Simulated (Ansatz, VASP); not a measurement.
## Two plane-wave programs on Pb

File INCAR:

```
SYSTEM = Pb
ALGO     = Fast           ! electronic algorithm
EDIFF    = 1E-6           ! SCF threshold, eV
ENCUT    = 520            ! plane-wave cutoff, eV
GGA      = CA             ! functional
ISIF     = 2              ! what is computed and relaxed
ISMEAR   = 0              ! smearing method
LASPH    = .TRUE.         ! aspherical terms in the spheres
LCHARG   = .FALSE.        ! write CHGCAR
LREAL    = .FALSE.        ! projectors in reciprocal space
LWAVE    = .FALSE.        ! write WAVECAR
NBANDS   = 13             ! bands
NELM     = 100            ! most SCF steps
PREC     = Accurate       ! precision mode
SIGMA    = 0.15           ! smearing width, eV
```

KPOINTS

```
k-points
0
G
  18 18 18
  0 0 0
```

Contents of POSCAR:

```
Pb
1.0
   -1.9796595667      1.9796595667      2.0786425450
    1.9796595667     -1.9796595667      2.0786425450
    1.9796595667      1.9796595667     -2.0786425450
Pb
1
Direct
    0.0000000000      0.0000000000      0.0000000000
```

Input for Ansatz:

```yaml
crystal:
  lattice:
    - [-1.9796595667, 1.9796595667, 2.078642545]
    - [1.9796595667, -1.9796595667, 2.078642545]
    - [1.9796595667, 1.9796595667, -2.078642545]
  atoms:
    - { symbol: Pb, position: [0.0, 0.0, 0.0] }
basis:
  ecutwfc: 420
kpoints:
  mp_grid: { grid: [18, 18, 18] }
hamiltonian:
  xc: lda
scf:
  occupations: { method: gaussian, width: 0.15 }
output:
  forces: true
  stress: true
  eigenvalues: true
```

Change from the starting cell: strain +0.000 along x and y, +0.050 along z, atoms carried along.

Alike in both runs: task single point; functional LDA; k mesh 18 × 18 × 18; occupations gaussian, width 0.15 eV; no spin polarisation.

```csv
,VASP,Ansatz
version,VASP 6.6.1,Ansatz 0.2.0
potentials or method,"VASP PAW LDA potentials, release 64 (Pb_d), cutoff 520 eV","scalar-relativistic, plane waves, PAW"
valence electrons in the cell,14,14
```

|  | VASP | Ansatz | Ansatz less VASP |
| --- | --- | --- | --- |
| gap on the k mesh at the Fermi level (eV) | none | none | - |
| pressure (GPa) | -4.6 | -4.6 | -0.05 |
| traceless stress, the component that is largest in VASP (GPa) | 0.62 | 0.63 | +0.008 |

LDA's correlation is that of Perdew and Zunger in VASP and of Perdew and Wang (1992) in Ansatz. A gap of «none» marks a metal or a gap that the smearing closes.

Spin-orbit coupling is off throughout.
